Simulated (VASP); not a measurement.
**Ti: single point with PBEsol**

The system is Ti.

```
CELL_PARAMETERS angstrom
-1.60512 1.60512 1.60512
1.60512 -1.60512 1.60512
3.21023 3.21023 0.00000
ATOMIC_POSITIONS crystal
Ti 0.00000 0.00000 0.00000
Ti 0.50000 0.50000 0.50000
```

| Property | Result |
| --- | --- |
| Program | VASP 6.6.1 |
| Task | single point |
| Functional | PBEsol |
| Potentials or basis | VASP PAW PBE potentials, release 64 (Ti_sv) |
| Cutoff | 520 eV |
| k mesh | 12 × 12 × 8 |
| Occupations | gaussian, width 0.15 eV |
| Spin | no spin polarisation |

The pressure is -0.3 GPa and the band gap on the k mesh is zero (band 12 reaches 9.50 eV, above the bottom of band 13 at 7.86 eV).

Levels at points of the mesh, in eV from the Fermi level:
```
           k point  band 9  band 10  band 11  band 12  band 13  band 14  band 15  band 16
(0.00, 0.00, 0.00)   -6.05    -2.58    -0.45     1.03     1.03     1.03     1.31     2.91
(0.50, 0.00, 0.00)   -1.77    -1.77    -0.61    -0.61    -0.03    -0.03     2.71     2.71
(0.50, 0.50, 0.00)   -2.58    -2.27    -2.27    -0.45     1.31     2.91     3.28     4.18
(0.00, 0.00, 0.50)   -4.11    -4.11     0.23     0.23     0.47     0.47     2.54     2.54
(0.50, 0.00, 0.50)   -2.58    -2.58    -0.45    -0.45     1.31     1.31     2.91     2.91
(0.50, 0.50, 0.50)   -1.65    -1.65    -1.08    -1.08     1.28     1.28     1.98     1.98
```

It took 4.3 min on 1 thread of Intel(R) Xeon(R) 6975P-C (Granite Rapids), with other jobs on the host, peak memory 0.23 GiB.

Caveat: the PAW data sets were made with another functional, which shifts forces and pressure a little.
